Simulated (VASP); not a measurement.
## Ca4Pt: single point with PBE

Crystal: Ca4Pt.

```
Ca Pt
1.0
     4.90298    0.00000    0.00000
     0.00000    4.90298    0.00000
     0.00000    0.00000    4.90298
Ca Pt
4 1
Cartesian
  0.0000 2.4515 2.4515
  2.4515 0.0000 2.4515
  2.4515 2.4515 0.0000
  0.0000 0.0000 0.0000
  2.4515 2.4515 2.4515
```

The cell was generated, and may not be a known phase.

```json
{
 "Program": "VASP 6.6.1",
 "Task": "single point",
 "Functional": "PBE",
 "Potentials or basis": "VASP PAW PBE potentials, release 64 (Ca_sv, Pt)",
 "Cutoff": "520 eV",
 "k mesh": "4 × 4 × 4",
 "Occupations": "gaussian, width 0.1 eV",
 "Spin": "no spin polarisation"
}
```

- Pressure: 29.7 GPa
- Band gap on the k mesh: zero (bands 25 and 26 overlap by 1.17 eV)

Levels at points of the mesh, in eV from the Fermi level:
| k point | band 23 | band 24 | band 25 | band 26 | band 27 | band 28 |
| --- | --- | --- | --- | --- | --- | --- |
| (0.00, 0.00, 0.00) | -2.32 | -0.80 | -0.80 | 1.38 | 1.38 | 1.38 |
| (0.50, 0.00, 0.00) | -2.89 | -0.64 | -0.04 | 0.56 | 0.56 | 1.30 |
| (0.50, 0.50, 0.00) | -1.62 | -1.62 | -0.83 | 0.65 | 1.28 | 1.30 |
| (0.50, 0.50, 0.50) | -1.56 | -1.56 | -1.56 | -1.11 | 0.95 | 0.95 |

Run time: 32 s on 1 thread of Intel(R) Xeon(R) 6975P-C (Granite Rapids), with other jobs on the host, peak memory 0.21 GiB.

Caveat: the cell stands under pressure; spin-orbit coupling is left out, which moves the levels of the heavy elements.
